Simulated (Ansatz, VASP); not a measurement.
# One calculation of ReSb, two programs

Contents of INCAR:

```
SYSTEM = ReSb
PREC     = Accurate       ! precision mode
ENCUT    = 520            ! plane-wave cutoff, eV
EDIFF    = 1E-7           ! SCF threshold, eV
ISMEAR   = 0              ! smearing method
SIGMA    = 0.05           ! smearing width, eV
LREAL    = .FALSE.        ! projectors in reciprocal space
LASPH    = .TRUE.         ! aspherical terms in the spheres
NELM     = 100            ! most SCF steps
ALGO     = Normal         ! electronic algorithm
ISIF     = 2              ! what is computed and relaxed
LWAVE    = .FALSE.        ! write WAVECAR
LCHARG   = .TRUE.         ! write CHGCAR
GGA      = PS             ! functional
LELF     = .TRUE.         ! ELF
LVHAR    = .TRUE.       
NBANDS   = 13             ! bands
```

KPOINTS

```
Automatic mesh
0
G
  10 10 10
  0 0 0
```

POSCAR

```
ReSb
1.0
    0.0000000000      2.8162389712      2.8162389712
    2.8162389712      0.0000000000      2.8162389712
    2.8162389712      2.8162389712      0.0000000000
Re Sb
1 1
Direct
    0.0000000000      0.0000000000      0.0000000000
    0.2500000000      0.2500000000      0.2500000000
```

Input for Ansatz:

```yaml
crystal:
  lattice:
    - [0.0, 2.8162389712, 2.8162389712]
    - [2.8162389712, 0.0, 2.8162389712]
    - [2.8162389712, 2.8162389712, 0.0]
  atoms:
    - { symbol: Re, position: [0.0, 0.0, 0.0] }
    - { symbol: Sb, position: [0.25, 0.25, 0.25] }
basis:
  ecutwfc: 420
  ecutrho_ratio: 4
kpoints:
  mp_grid: { grid: [10, 10, 10] }
hamiltonian:
  xc: pbesol
scf:
  occupations: { method: gaussian, width: 0.05 }
output:
  forces: true
  stress: true
  eigenvalues: true
```

Alike in both runs: task single point; functional PBEsol; k mesh 10 × 10 × 10; occupations gaussian, width 0.05 eV; no spin polarisation.

|  | VASP | Ansatz |
| --- | --- | --- |
| version | VASP 6.6.1 | Ansatz 0.2.0 |
| potentials or method | VASP PAW PBE potentials, release 64 (Re, Sb), cutoff 520 eV | scalar-relativistic, plane waves, PAW |
| valence electrons in the cell | 12 | 30 |

VASP gave:

| Quantity | Value |
| --- | --- |
| gap on the k mesh at the Fermi level (eV) | none |
| pressure (GPa) | 25.9 |

Problem. What did Ansatz give for the same quantities?

Solution. gap on the k mesh at the Fermi level (eV): none; pressure (GPa): 25.7.

VASP's potentials were made for PBE, not for PBEsol. A gap of «none» marks a metal or a gap that the smearing closes. VASP's potentials hold 12 valence electrons a cell and Ansatz's 30, so a difference there can come from the potentials and not from the codes.

Neither program's run includes spin-orbit coupling.
